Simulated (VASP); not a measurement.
Input of a VASP 6.6.1 run:

The input INCAR:

```
PREC = Accurate ; ENCUT = 520
EDIFF = 1E-6 ; ISMEAR = 0
SIGMA = 0.02 ; LREAL = False
LASPH = True ; NELM = 100
ALGO = Normal ; ISIF = 2
LWAVE = False ; LCHARG = False
GGA = PS ; NBANDS = 16
```

KPOINTS

```
regular mesh
0
Gamma
  9 9 6
```

File POSCAR:

```
Se
1.0
    4.0384519315      0.0000000000      0.0000000000
   -2.0192259658      3.4974019647      0.0000000000
    0.0000000000      0.0000000000      5.1206514004
Se
3
Direct
    0.2487285676      0.0000000000      0.3333333333
    0.0000000000      0.2487285676      0.6666666667
    0.7512714324      0.7512714324      0.0000000000
```

Potentials or basis: VASP PAW PBE potentials, release 64 (Se).

Run with:

```sh
$ cat potpaw_PBE.64/Se/POTCAR > POTCAR
$ mpirun -np 1 vasp_std > vasp.out
```

Task: What does it give for the largest force?

Result: 0.031 eV/Å.

Task: What does it give for the band gap on the k mesh?

Result: 0.44 eV, direct.

Task: Estimate the pressure.

Result: 0.2 GPa.

Forces on the atoms (eV/Å):
```
Se   0.031  0.000  0.000
Se  -0.016  0.027  0.000
Se  -0.016 -0.027  0.000
```

Caveat: the PAW data sets were made with another functional, which shifts forces and pressure a little. As with any semilocal functional, this PBEsol gap is likely too small.
